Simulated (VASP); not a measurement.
The system is CsSb2.

```xyz
3
Lattice="4.6642 0.0000 0.0000 -2.3321 4.0393 0.0000 0.0000 0.0000 5.0361" Properties=species:S:1:pos:R:3 pbc="T T T"
Cs    0.0000    0.0000    0.0000
Sb    0.0000    2.6929    2.5181
Sb    2.3321    1.3464    2.5181
```

* Program: VASP 6.6.1
* Task: relaxation of cell and atoms
* Functional: PBE
* Potentials or basis: VASP PAW PBE potentials, release 64 (Cs_sv, Sb_d_GW)
* Cutoff: 500 eV
* k mesh: 6 × 6 × 4
* Occupations: gaussian, width 0.1 eV
* Spin: no spin polarisation

At the start: pressure 16.0 GPa; volume 31.63 Å³/atom.

How do energy, volume and symmetry change on relaxing?

Over 8 steps the energy falls by 485.8 meV/atom and the volume is 45.50 Å³/atom (+43.9 %); space group P6/mmm (No. 191, to 0.05 Å).

Step by step:
```csv
step,energy change (eV),largest force (eV/Å),pressure (GPa),volume (Å³)
1,0.0000,0.0000,16.00,94.88
2,-1.1838,0.0000,-2.53,144.90
3,-1.3735,0.0000,0.39,126.93
4,-1.3735,0.0000,0.21,127.63
5,-1.4085,0.0000,0.18,129.55
6,-1.4571,0.0000,0.13,135.04
7,-1.4572,0.0000,0.14,135.18
8,-1.4573,0.0000,-0.11,136.50
```

Final structure:
```xyz
3
Lattice="5.1740 0.0000 0.0000 -2.5870 4.4808 0.0000 0.0000 0.0000 5.8875" Properties=species:S:1:pos:R:3 pbc="T T T"
Cs    0.0000    0.0000    0.0000
Sb    0.0000    2.9872    2.9438
Sb    2.5870    1.4936    2.9438
```

Caveat: the volume moved by over 15 % at a fixed basis, so the end points are rough.
